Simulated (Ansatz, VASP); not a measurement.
# Ti12HN12: VASP beside Ansatz

```xyz
25
Lattice="5.9474 0.0000 0.0000 0.0000 5.9474 0.0000 0.0000 0.0000 21.6534" Properties=species:S:1:pos:R:3 pbc="T T T"
Ti    1.4868    1.4868    4.0000
Ti    1.4868    4.4605    4.0000
Ti    4.4605    1.4868    4.0000
Ti    4.4605    4.4605    4.0000
Ti    0.0000    0.0000    6.0668
Ti    0.0000    2.9737    6.0668
Ti    2.9737    0.0000    6.0668
Ti    2.9737    2.9737    6.0668
Ti    1.4868    1.4868    8.0462
Ti    1.4868    4.4605    8.0462
Ti    4.4605    1.4868    8.0462
Ti    4.4605    4.4605    8.0462
N     0.0000    0.0000    4.0000
N     0.0000    2.9737    4.0000
N     2.9737    0.0000    4.0000
N     2.9737    2.9737    4.0000
N     1.4868    1.4868    6.0343
N     1.4868    4.4605    6.0343
N     4.4605    1.4868    6.0343
N     4.4605    4.4605    6.0343
N     0.0000    0.0000    8.2534
N     0.0000    2.9737    8.2534
N     2.9737    0.0000    8.2534
N     2.9737    2.9737    8.2534
H     0.9912    0.9912   11.0534
```

Alike in both runs: task single point; functional PBE; dispersion D3(BJ); k mesh 5 × 5 × 1; occupations gaussian, width 0.1 eV; no spin polarisation.

|  | VASP | Ansatz |
| --- | --- | --- |
| version | VASP 6.6.1 | Ansatz 0.2.0 |
| potentials or method | VASP PAW PBE potentials, release 64 (Ti_sv, N, H), cutoff 520 eV | scalar-relativistic, plane waves, PAW |
| valence electrons in the cell | 205 | 205 |

Ansatz gave:

- gap on the k mesh at the Fermi level (eV): none
- rms of the force components (eV/Å): 0.657
- work function, face that differs most (eV): 5.82

**Question.** Estimate VASP's values.

**Answer.** gap on the k mesh at the Fermi level (eV): none; rms of the force components (eV/Å): 0.660; work function, face that differs most (eV): 5.83.

A gap of «none» marks a metal or a gap that the smearing closes. Ansatz's warnings: vacuum below fermi.
